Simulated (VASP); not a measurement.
Runs of VASP 6.6.1 on Pt. The structure is that of space group P6_3/mmc (No. 194), or close to it. The cells are those of the table. This isn't the form of Pt at room conditions, which is fcc.

```csv
cell,gap on the mesh (eV),pressure (GPa)
"a = 2.809, b = 2.809, c = 4.876 Å, angles 90.0, 90.0, 120.0°, 2 atoms",none,(a)
"a = 2.711, b = 2.711, c = 4.705 Å, angles 90.0, 90.0, 120.0°, 2 atoms",none,(b)
"a = 2.785, b = 2.785, c = 4.834 Å, angles 90.0, 90.0, 120.0°, 2 atoms",none,-11.3
"a = 2.736, b = 2.736, c = 4.749 Å, angles 90.0, 90.0, 120.0°, 2 atoms",none,1.3
"a = 2.832, b = 2.832, c = 4.917 Å, angles 90.0, 90.0, 120.0°, 2 atoms",none,-20.0
"a = 2.761, b = 2.761, c = 4.792 Å, angles 90.0, 90.0, 120.0°, 2 atoms",none,-5.6
"a = 2.685, b = 2.685, c = 4.661 Å, angles 90.0, 90.0, 120.0°, 2 atoms",none,19.3
```

Alike in all rows: task single point; level r2SCAN; potentials or basis VASP PAW PBE potentials, release 64 (Pt); no spin polarisation; k mesh 12 × 12 × 6; cutoff (eV) 520; smearing fermi-dirac 0.1 eV.

Problem. Estimate the missing entries.

Solution. (a) -16.1; (b) 9.5.

Caveats: the PAW data sets were made with another functional, which shifts forces and pressure a little; spin-orbit coupling is left out, which moves the levels of the heavy elements; the cell stands under tension (at least some runs); the cell stands under pressure (at least some runs).

A k mesh can miss the band edges, and the runs leave out spin-orbit coupling on Pt.

A gap of «none» marks levels without a gap at the run's occupations.
